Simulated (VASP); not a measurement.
# Mo (Im-3m) in VASP: a series of runs

Runs on Mo. Level: PBE. Tasks: single point.

All numbers are computed with VASP 6.6.1; they aren't measurements. Logs are shortened: lines on timing, memory, paths and dates and some standing lists are left out, and cuts for length are marked.

## Step 1: The cell of the first run

It takes space group Im-3m (No. 229, cubic). Conventional cell: a = 3.103 Å, b = 3.103 Å, c = 3.103 Å, α = 90.00°, β = 90.00°, γ = 90.00°. Mo (site symmetry m-3m) has 14 Mo at 2.69 to 3.10 Å within 3.5 Å.

## Step 2: Single point, PBE

The input, INCAR:

```
ALGO = Normal
EDIFF = 1E-7
ENCUT = 520
GGA = PE
ISIF = 2
ISMEAR = 0
LASPH = True
LCHARG = False
LREAL = False
LWAVE = False
NBANDS = 13
NELM = 80
PREC = Accurate
SIGMA = 0.15
```

The input, KPOINTS:

```
k-points
0
Gamma
  22 22 22
```

The input, POSCAR:

```
Mo
1.0
   -1.5516112278      1.5516112278      1.5516112278
    1.5516112278     -1.5516112278      1.5516112278
    1.5516112278      1.5516112278     -1.5516112278
Mo
1
Direct
    0.0000000000      0.0000000000      0.0000000000
```

Potentials or basis: VASP PAW PBE potentials, release 64 (Mo_sv).

On the command line:

```sh
> cat potpaw_PBE.64/Mo_sv/POTCAR > POTCAR
> mpirun -np 1 vasp_std > vasp.out
```

OUTCAR:

```text
EDIFF = 1E-7
   ENCUT = 520
   GGA = PE
   ISIF = 2
   ISMEAR = 0
   LASPH = True
   LREAL = False
   NELM = 80
   PREC = Accurate

 ion  position               nearest neighbor table
   1  0.000  0.000  0.000-

  LATTYP: Found a body centered cubic cell.
 ALAT       =     3.1032224556

  Lattice vectors:

 A1 = (  -1.5516112278,   1.5516112278,   1.5516112278)
 A2 = (   1.5516112278,  -1.5516112278,   1.5516112278)
 A3 = (   1.5516112278,   1.5516112278,  -1.5516112278)

Analysis of symmetry for initial positions (statically):
=====================================================================
 Subroutine PRICEL returns:
 Original cell was already a primitive cell.

 Routine SETGRP: Setting up the symmetry group for a
 body centered cubic supercell.

 Subroutine GETGRP returns: Found 48 space group operations
 (whereof 48 operations were pure point group operations)
 out of a pool of 48 trial point group operations.

The static configuration has the point symmetry O_h .

Analysis of symmetry for dynamics (positions and initial velocities):
=====================================================================
 Subroutine PRICEL returns:
 Original cell was already a primitive cell.

 Routine SETGRP: Setting up the symmetry group for a
 body centered cubic supercell.

 Subroutine GETGRP returns: Found 48 space group operations
 (whereof 48 operations were pure point group operations)
 out of a pool of 48 trial point group operations.

The dynamic configuration has the point symmetry O_h .

 Subroutine INISYM returns: Found 48 space group operations
 (whereof 48 operations are pure point group operations),
 and found     1 'primitive' translations

----------------------------------------------------------------------------------------

                                     Primitive cell

  volume of cell :      14.9420

  direct lattice vectors                    reciprocal lattice vectors
    -1.551611228  1.551611228  1.551611228     0.000000000  0.322245670  0.322245670
     1.551611228 -1.551611228  1.551611228     0.322245670  0.000000000  0.322245670
     1.551611228  1.551611228 -1.551611228     0.322245670  0.322245670  0.000000000

  length of vectors
     2.687469480  2.687469480  2.687469480     0.455724197  0.455724197  0.455724197

  position of ions in fractional coordinates (direct lattice)
     0.000000000  0.000000000  0.000000000

[... 76 lines left out ...]
   LREAL  =      F    real-space projection
   EDIFFG = 0.1E-05   stopping-criterion for IOM
   NSW    =      0    number of steps for IOM
   IBRION =     -1    ionic relax: 0-MD 1-quasi-New 2-CG
   NFREE  =      0    steps in history (QN), initial steepest desc. (CG)
   ISIF   =      2    stress and relaxation
   ISYM   =      2    0-nonsym 1-usesym 2-fastsym
   POTIM  = 0.5000    time-step for ionic-motion
   TEBEG  =    0.0;   TEEND  =   0.0 temperature during run
   PSTRESS=    0.0 pullay stress
   NELECT =      14.0000    total number of electrons
   NUPDOWN=      -1.0000    fix difference up-down
   EMIN   =  10.00;   EMAX   =-10.00  energy-range for DOS
   EFERMI =   0.00;   METHOD = LEGACY
   ISMEAR =     0;   SIGMA  =   0.15  broadening in eV -4-tet -1-fermi 0-gaus
   EFERMI_NEDOS =   21; number of points for ismear=-14 and -15
   IALGO  =     38    algorithm
   IMIX   =      4    mixing-type and parameters
     AMIX     =   0.40;   BMIX     =  1.00
     AMIX_MAG =   1.60;   BMIX_MAG =  1.00
  volume/ion in A,a.u.               =      14.94       100.83
  Fermi-wavevector in a.u.,A,eV,Ry     =   1.601946  3.027239 34.915702  2.566232
  Thomas-Fermi vector in A             =   2.698844
   LORBIT       =      0    0 simple, 1 ext, 2 COOP (PROOUT), +10 PAW based schemes
   GGA     = PE    functional components
   LHFCALC =     F    Hartree Fock is set to
   AEXX    =    0.0000 exact exchange contribution
   IVDW    =     0    specifies the selected vdW correction
   LEPSILON=     F    determine dielectric tensor
   LRPA    =     F    only Hartree local field effects (RPA)
 non-spin polarized calculation
 Gauss-broadening in eV      SIGMA  =   0.15
  energy-cutoff  :      520.00
  volume of cell :       14.94
 maximum number of plane-waves:       420
   NGX =  9   NGY =  9   NGZ =  9

 number of electron      13.9999997 magnetization

 Free energy of the ion-electron system (eV)
  ---------------------------------------------------
  ext. energy  EPLUGINS =         0.00000000
  ---------------------------------------------------
  free energy    TOTEN  =       -10.89410994 eV

  energy without entropy =      -10.88699439  energy(sigma->0) =      -10.89055217

 E-fermi :  13.3316     XC(G=0): -13.6463

 val. band max:       13.3311943218   @ k =  -0.2273   0.2727   0.0909
 cond. band min:      13.3364874084   @ k =  -0.2727   0.3636   0.1364
 fundamental gap:      0.0052930866
 Fermi energy:        13.3316348949

 k-point     1 :       0.0000    0.0000    0.0000
  band No.  band energies     occupation
      1     -47.9535      2.00000
      2     -21.1079      2.00000
      3     -21.1079      2.00000
      4     -21.1079      2.00000
      5       5.9557      2.00000
      6      11.8821      2.00000
      7      11.8821      2.00000
      8      11.8821      2.00000
      9      15.0789      0.00000
     10      15.0789      0.00000
     11      28.2295      0.00000
     12      28.2295      0.00000
     13      28.2295      0.00000
[... 354 lines left out ...]
  band No.  band energies     occupation
      1     -47.8475      2.00000
      2     -21.6756      2.00000
      3     -21.2563      2.00000
      4     -21.1531      2.00000
      5       7.5257      2.00000
      6      11.1500      2.00000
      7      11.3624      2.00000
      8      13.6848      0.00087
      9      14.2297      0.00000
     10      15.3121      0.00000
     11      29.2725      0.00000
     12      30.1288      0.00000
     13      30.7202      0.00000

 [... further k-points ...]
[... 5 lines left out ...]
  --------------------------------------------------------------------------------------
  -------------------------------------------------------------------------------------
  Total        1.5510735      1.5510735      1.5510735      0.0000000      0.0000000     -0.0000000
  in kB      166.3160767    166.3160767    166.3160767      0.0000000      0.0000000     -0.0000000
  external PRESSURE =     166.3160767 kB  Pullay stress =       0.0000000 kB

 VOLUME and BASIS-vectors are now :
 -----------------------------------------------------------------------------
  energy-cutoff  :      520.00
  volume of cell :       14.94
      direct lattice vectors                 reciprocal lattice vectors
    -1.551611228  1.551611228  1.551611228     0.000000000  0.322245670  0.322245670
     1.551611228 -1.551611228  1.551611228     0.322245670  0.000000000  0.322245670
     1.551611228  1.551611228 -1.551611228     0.322245670  0.322245670  0.000000000

 POSITION                                       TOTAL-FORCE (eV/Angst)
 -----------------------------------------------------------------------------------
      0.00000      0.00000      0.00000        -0.000000     -0.000000      0.000000
 -----------------------------------------------------------------------------------
    total drift:                                0.000000     -0.000000      0.000000

  FREE ENERGIE OF THE ION-ELECTRON SYSTEM (eV)
  ---------------------------------------------------
  free  energy   TOTEN  =       -10.8941099442 eV

  energy  without entropy=      -10.8869943940  energy(sigma->0) =      -10.89055217
```

stdout:

```text
POSCAR found type information on POSCAR Mo
 POSCAR found :  1 types and       1 ions
 scaLAPACK will be used
 LDA part: xc-table for (Slater+PW92), standard interpolation
 POSCAR, INCAR and KPOINTS ok, starting setup
 FFT: planning ... GRIDC
 FFT: planning ... GRID_SOFT
 FFT: planning ... GRID
 WAVECAR not read
 entering main loop
```

It took 50 s on 1 thread of Intel Xeon Platinum 8259CL at 2.50GHz (Skylake/Cascade Lake), shared host; peak memory 0.17 GiB.

Results:

```
Free energy            : -10.8941 eV
Pressure               : 16.6 GPa
Band gap on the k mesh : zero (band 7 reaches 17.58 eV, above the bottom of band 8 at 11.88 eV)
```

## Step 3: Single point, PBE

This run uses another cell than the first one, of 16.63 Å³/atom, 1.113 times its volume.

The input, INCAR:

```
SYSTEM = Mo
ALGO = Normal
EDIFF = 1E-6
ENCUT = 520
GGA = PE
ISIF = 2
ISMEAR = 0
LASPH = .True.
LCHARG = .False.
LREAL = .False.
LWAVE = .False.
NBANDS = 13
NELM = 80
PREC = Accurate
SIGMA = 0.15
```

The input, KPOINTS:

```
k-points
0
Gamma
  22 22 22
  0 0 0
```

The input, POSCAR:

```
Mo
1.0
   -1.6078391339      1.6078391339      1.6078391339
    1.6078391339     -1.6078391339      1.6078391339
    1.6078391339      1.6078391339     -1.6078391339
Mo
1
Direct
    0.0000000000      0.0000000000      0.0000000000
```

Potentials or basis: VASP PAW PBE potentials, release 64 (Mo_sv).

On the command line:

```sh
> cat potpaw_PBE.64/Mo_sv/POTCAR > POTCAR
> mpirun -np 1 vasp_std > vasp.out
```

Wall time 44 s (1 thread of Intel Xeon Platinum 8259CL at 2.50GHz (Skylake/Cascade Lake), shared host); peak memory 0.19 GiB.

It converged, with:

| Quantity | Value |
| --- | --- |
| Free energy | -10.9079 eV |
| Pressure | -11.5 GPa |
| Band gap on the k mesh | zero (band 7 reaches 15.26 eV, above the bottom of band 8 at 10.37 eV) |

Levels at points of the mesh, in eV from the Fermi level:
```
           k point  band 5  band 6  band 7  band 8  band 9  band 10
(0.00, 0.00, 0.00)   -7.00   -1.23   -1.23   -1.23    1.57     1.57
(0.50, 0.00, 0.00)   -4.94   -3.10    1.43    1.56    2.14     4.34
(0.50, 0.50, 0.50)   -4.96   -4.96    3.66    3.66    3.66     8.62
```

## Step 4: Single point, PBE

This run uses another cell than the first one, of 17.47 Å³/atom, 1.169 times its volume.

The input, INCAR:

```
  PREC = Accurate
  ENCUT = 520
  EDIFF = 1E-6
  ISMEAR = 0
  SIGMA = 0.15
  LREAL = F
  LASPH = T
  NELM = 60
  ALGO = Normal
  ISIF = 2
  LWAVE = F
  LCHARG = F
  GGA = PE
  NBANDS = 13
```

The input, KPOINTS:

```
Automatic mesh
0
Gamma
  22 22 22
```

The input, POSCAR:

```
Mo
1.0
   -1.6345356504      1.6345356504      1.6345356504
    1.6345356504     -1.6345356504      1.6345356504
    1.6345356504      1.6345356504     -1.6345356504
Mo
1
Direct
    0.0000000000      0.0000000000      0.0000000000
```

Potentials or basis: VASP PAW PBE potentials, release 64 (Mo_sv).

On the command line:

```sh
> cat potpaw_PBE.64/Mo_sv/POTCAR > POTCAR
> mpirun -np 1 vasp_std > vasp.out
```

OUTCAR:

```text
PREC = Accurate
   ENCUT = 520
   EDIFF = 1E-6
   ISMEAR = 0
   LREAL = F
   LASPH = T
   NELM = 60
   ISIF = 2
   GGA = PE

 ion  position               nearest neighbor table
   1  0.000  0.000  0.000-

  LATTYP: Found a body centered cubic cell.
 ALAT       =     3.2690713008

  Lattice vectors:

 A1 = (  -1.6345356504,   1.6345356504,   1.6345356504)
 A2 = (   1.6345356504,  -1.6345356504,   1.6345356504)
 A3 = (   1.6345356504,   1.6345356504,  -1.6345356504)

Analysis of symmetry for initial positions (statically):
=====================================================================
 Subroutine PRICEL returns:
 Original cell was already a primitive cell.

 Routine SETGRP: Setting up the symmetry group for a
 body centered cubic supercell.

 Subroutine GETGRP returns: Found 48 space group operations
 (whereof 48 operations were pure point group operations)
 out of a pool of 48 trial point group operations.

The static configuration has the point symmetry O_h .

Analysis of symmetry for dynamics (positions and initial velocities):
=====================================================================
[... 161 lines left out ...]
 fundamental gap:      0.0085329372
 Fermi energy:        10.8643557397

 k-point     1 :       0.0000    0.0000    0.0000
  band No.  band energies     occupation
      1     -50.4109      2.00000
      2     -23.8911      2.00000
      3     -23.8911      2.00000
      4     -23.8911      2.00000
      5       4.0465      2.00000
      6       9.7134      2.00000
      7       9.7134      2.00000
      8       9.7134      2.00000
      9      12.3458      0.00000
     10      12.3458      0.00000
     11      25.5210      0.00000
     12      25.5210      0.00000
     13      25.5210      0.00000
[... 354 lines left out ...]
  band No.  band energies     occupation
      1     -50.3546      2.00000
      2     -24.2318      2.00000
      3     -23.9817      2.00000
      4     -23.9175      2.00000
      5       5.4155      2.00000
      6       9.1353      2.00000
      7       9.3063      2.00000
      8      11.1582      0.00560
      9      11.6959      0.00000
     10      12.5192      0.00000
     11      26.1225      0.00000
     12      26.5636      0.00000
     13      27.3498      0.00000

 [... further k-points ...]
[... 5 lines left out ...]
  --------------------------------------------------------------------------------------
  -------------------------------------------------------------------------------------
  Total       -2.2603548     -2.2603548     -2.2603548      0.0000000     -0.0000000      0.0000000
  in kB     -207.3213387   -207.3213387   -207.3213387      0.0000000     -0.0000000      0.0000000
  external PRESSURE =    -207.3213387 kB  Pullay stress =       0.0000000 kB

 VOLUME and BASIS-vectors are now :
 -----------------------------------------------------------------------------
  energy-cutoff  :      520.00
  volume of cell :       17.47
      direct lattice vectors                 reciprocal lattice vectors
    -1.634535650  1.634535650  1.634535650     0.000000000  0.305897274  0.305897274
     1.634535650 -1.634535650  1.634535650     0.305897274  0.000000000  0.305897274
     1.634535650  1.634535650 -1.634535650     0.305897274  0.305897274  0.000000000

 POSITION                                       TOTAL-FORCE (eV/Angst)
 -----------------------------------------------------------------------------------
      0.00000      0.00000      0.00000         0.000000     -0.000000      0.000000
 -----------------------------------------------------------------------------------
    total drift:                                0.000000      0.000000      0.000000

  FREE ENERGIE OF THE ION-ELECTRON SYSTEM (eV)
  ---------------------------------------------------
  free  energy   TOTEN  =       -10.8222850112 eV

  energy  without entropy=      -10.8143911680  energy(sigma->0) =      -10.81833809
```

OSZICAR:

```text
N       E                     dE             d eps       ncg     rms          rms(c)
DAV:   1     0.915931768837E+02    0.91593E+02   -0.80769E+03  8621   0.109E+03
DAV:   2    -0.103983698647E+02   -0.10199E+03   -0.98234E+02  9933   0.306E+02
DAV:   3    -0.115786310893E+02   -0.11803E+01   -0.11770E+01  9448   0.329E+01
DAV:   4    -0.115814696462E+02   -0.28386E-02   -0.28385E-02  9468   0.196E+00
DAV:   5    -0.115814899442E+02   -0.20298E-04   -0.20297E-04  9713   0.147E-01    0.115E+01
DAV:   6    -0.109014680713E+02    0.68002E+00   -0.90742E-01  8763   0.113E+01    0.259E+00
DAV:   7    -0.108258166994E+02    0.75651E-01   -0.13669E-01  9543   0.413E+00    0.114E+00
DAV:   8    -0.108221799486E+02    0.36368E-02   -0.47344E-03  8848   0.872E-01    0.219E-01
DAV:   9    -0.108222717216E+02   -0.91773E-04   -0.15620E-04  9928   0.154E-01    0.709E-02
DAV:  10    -0.108222850604E+02   -0.13339E-04   -0.15187E-05  8818   0.426E-02    0.741E-03
DAV:  11    -0.108222850112E+02    0.49252E-07   -0.27480E-07  5489   0.548E-03
   1 F= -.10822285E+02 E0= -.10818338E+02  d E =-.789384E-02
```

It took 36 s on 1 thread of Intel Xeon Platinum 8259CL at 2.50GHz (Skylake/Cascade Lake), shared host; peak memory 0.19 GiB.

What came out:

```
Free energy            : -10.8223 eV
Pressure               : -20.7 GPa
Band gap on the k mesh : zero (band 7 reaches 14.27 eV, above the bottom of band 8 at 9.71 eV)
```

Levels at points of the mesh, in eV from the Fermi level:
```csv
k point,band 3,band 4,band 5,band 6,band 7,band 8,band 9,band 10,band 11,band 12
"(0.00, 0.00, 0.00)",-34.76,-34.76,-6.82,-1.15,-1.15,-1.15,1.48,1.48,14.66,14.66
"(0.50, 0.00, 0.00)",-35.07,-34.76,-4.67,-2.89,1.30,1.46,2.00,4.03,10.06,11.73
"(0.50, 0.50, 0.50)",-35.44,-35.44,-4.62,-4.62,3.40,3.40,3.40,8.28,8.28,8.28
```

## Step 5: Single point, PBE

This run uses another cell than the first one, of 18.31 Å³/atom, 1.225 times its volume.

The input, INCAR:

```
SYSTEM = Mo
PREC = Accurate ; ENCUT = 520
EDIFF = 1E-6 ; ISMEAR = 0
SIGMA = 0.15 ; LREAL = .FALSE.
LASPH = .TRUE. ; NELM = 60
ALGO = Normal ; ISIF = 2
LWAVE = .FALSE. ; LCHARG = .FALSE.
GGA = PE ; NBANDS = 13
```

The input, KPOINTS:

```
Automatic mesh
0
G
  22 22 22
  0 0 0
```

The input, POSCAR:

```
Mo
1.0
   -1.6603874839      1.6603874839      1.6603874839
    1.6603874839     -1.6603874839      1.6603874839
    1.6603874839      1.6603874839     -1.6603874839
Mo
1
Direct
    0.0000000000      0.0000000000      0.0000000000
```

On the command line:

```sh
> cat potpaw_PBE.64/Mo_sv/POTCAR > POTCAR
> mpirun -np 1 vasp_std > vasp.out
```

Run time: 34 s. Hardware: 1 thread of Intel Xeon Platinum 8259CL at 2.50GHz (Skylake/Cascade Lake), shared host; peak memory 0.2 GiB.

Results (log left out):

| Item | Value |
| --- | --- |
| Free energy | -10.6946 eV |
| Pressure | -27.6 GPa |
| Band gap on the k mesh | zero (band 7 reaches 13.36 eV, above the bottom of band 8 at 9.11 eV) |

Levels at points of the mesh, in eV from the Fermi level:
```tsv
k point	band 3	band 4	band 5	band 6	band 7	band 8	band 9	band 10	band 11	band 12
(0.00, 0.00, 0.00)	-34.84	-34.84	-6.64	-1.08	-1.08	-1.08	1.40	1.40	14.56	14.56
(0.50, 0.00, 0.00)	-35.12	-34.84	-4.42	-2.71	1.19	1.36	1.86	3.75	9.44	11.62
(0.50, 0.50, 0.50)	-35.43	-35.43	-4.31	-4.31	3.17	3.17	3.17	7.97	7.97	7.97
```

## Step 6: Overview

```tsv
cell	gap on the mesh (eV)	pressure (GPa)
a = 2.687 Å, angles 109.5°, 1 atom	none	16.6
a = 2.785 Å, angles 109.5°, 1 atom	none	-11.5
a = 2.831 Å, angles 109.5°, 1 atom	none	-20.7
a = 2.876 Å, angles 109.5°, 1 atom	none	-27.6
```

Alike in all rows: task single point; level PBE; potentials or basis VASP PAW PBE potentials, release 64 (Mo_sv); no spin polarisation; k mesh 22 × 22 × 22; cutoff (eV) 520; smearing gaussian 0.15 eV.

Total energies depend on the potentials used, so only differences within one code and one set of settings carry meaning.
